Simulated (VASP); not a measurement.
# SiC: single point with PBE

Crystal: SiC.

```
Si C
1.0
     2.99085    0.16899   -0.25132
    -1.34908    2.60669    0.12744
    -0.82288    0.00675   10.49887
Si C
4 4
Direct
  0.63421 0.40460 0.93964
  0.44770 0.74199 0.45352
  0.92457 0.93942 0.70298
  0.07683 0.06383 0.16989
  0.62841 0.26865 0.75654
  0.32373 0.62894 0.23318
  0.95561 0.92194 0.50167
  0.00894 0.03063 0.99457
```

This cell differs from its parent crystal: atoms moved at random and the cell strained at random.

```
Program             : VASP 6.6.1
Task                : single point
Functional          : PBE
Potentials or basis : VASP PAW PBE potentials, release 64 (Si, C)
Cutoff              : 520 eV
k mesh              : 12 × 12 × 4
Occupations         : gaussian, width 0.05 eV
Spin                : no spin polarisation
```

```json
{"Pressure": "25.7 GPa", "Largest force": "23.208 eV/Å", "Band gap on the k mesh": "zero (band 16 reaches 9.52 eV, above the bottom of band 17 at 8.77 eV)"}
```

Forces in eV/Å, atoms in the order of the input:
```
Si    1.355  -2.272  -1.043
Si  -19.399  -9.838  -8.092
Si    2.977  -0.768  -2.492
Si   -0.949  -4.632   0.869
C    -3.459   1.923   0.942
C     1.399   4.585   3.231
C    18.692   9.299   7.035
C    -0.616   1.704  -0.450
```

Stress tensor (GPa, compression positive):
```
51.85 -2.90 30.39
-2.90 25.07 10.24
30.39 10.24  0.30
```

Levels at points of the mesh, in eV from the Fermi level:
```tsv
k point	band 12	band 13	band 14	band 15	band 16	band 17	band 18	band 19	band 20	band 21
(0.00, 0.00, 0.00)	-2.17	-1.80	-0.83	-0.55	0.21	2.75	3.12	3.48	4.41	4.62
(0.50, 0.00, 0.00)	-3.97	-3.34	-2.71	-2.24	-1.55	0.28	1.57	2.70	3.97	4.50
(0.00, 0.50, 0.00)	-4.01	-3.74	-3.45	-1.92	-1.29	0.34	1.47	2.54	2.89	3.81
(0.50, 0.50, 0.00)	-4.76	-3.94	-3.41	-2.48	-1.73	-0.53	-0.19	0.62	1.46	2.56
(0.00, 0.00, 0.50)	-2.34	-2.06	-1.38	-0.57	0.22	2.85	3.25	3.60	4.51	4.62
(0.50, 0.00, 0.50)	-3.96	-3.34	-3.11	-2.30	-1.88	1.05	1.95	2.61	3.37	3.73
(0.00, 0.50, 0.50)	-4.04	-3.98	-3.13	-2.65	-1.33	1.08	1.58	2.42	3.17	3.62
(0.50, 0.50, 0.50)	-4.79	-3.59	-3.12	-2.56	-2.39	-0.51	0.09	1.00	1.41	2.60
```

Wall time 7.7 min on 1 thread of Intel(R) Xeon(R) Platinum 8259CL CPU @ 2.50GHz (Skylake/Cascade Lake), with other jobs on the host, peak memory 0.54 GiB.

Caveat: the cell differs from its parent crystal (atoms moved at random and the cell strained at random); forces of over 1 eV/Å act on the atoms, so gaps and moduli don't describe the material at rest.
